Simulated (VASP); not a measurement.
The system is Ti.

```xyz
2
Lattice="2.9500 0.0000 0.0000 -1.4750 2.5548 0.0000 0.0000 0.0000 4.6800" Properties=species:S:1:pos:R:3 pbc="T T T"
Ti    0.0000    1.7032    1.1700
Ti    1.4750    0.8516    3.5100
```

```yaml
Program: VASP 6.6.1
Task: relaxation of cell and atoms
Functional: PBEsol
Potentials_or_basis: VASP PAW PBE potentials, release 64 (Ti_sv)
Cutoff: 500 eV
k_mesh: 10 × 10 × 5
Occupations: gaussian, width 0.1 eV
Spin: no spin polarisation
```

At the start: pressure -6.1 GPa; volume 17.64 Å³/atom.

Problem. Where does the relaxation end?

Solution. Over 3 steps the energy falls by 19.2 meV/atom and the volume is 16.67 Å³/atom (-5.5 %); space group P6_3/mmc (No. 194, to 0.05 Å).

Step by step:
```tsv
step	energy change (eV)	largest force (eV/Å)	pressure (GPa)	volume (Å³)
1	0.0000	0.0000	-6.08	35.27
2	-0.0159	0.0000	5.36	31.96
3	-0.0383	0.0000	-0.03	33.35
```

Final structure:
```cif
data_structure
_symmetry_space_group_name_H-M 'P 1'
_symmetry_Int_Tables_number 1
_cell_length_a 2.8971
_cell_length_b 2.8971
_cell_length_c 4.5877
_cell_angle_alpha 90.000
_cell_angle_beta 90.000
_cell_angle_gamma 120.000
_cell_volume 33.35
loop_
_atom_site_label
_atom_site_type_symbol
_atom_site_fract_x
_atom_site_fract_y
_atom_site_fract_z
_atom_site_occupancy
Ti1 Ti 0.33333 0.66667 0.25000 1
Ti2 Ti 0.66667 0.33333 0.75000 1
```

Caveat: the PAW data sets were made with another functional, which shifts forces and pressure a little.
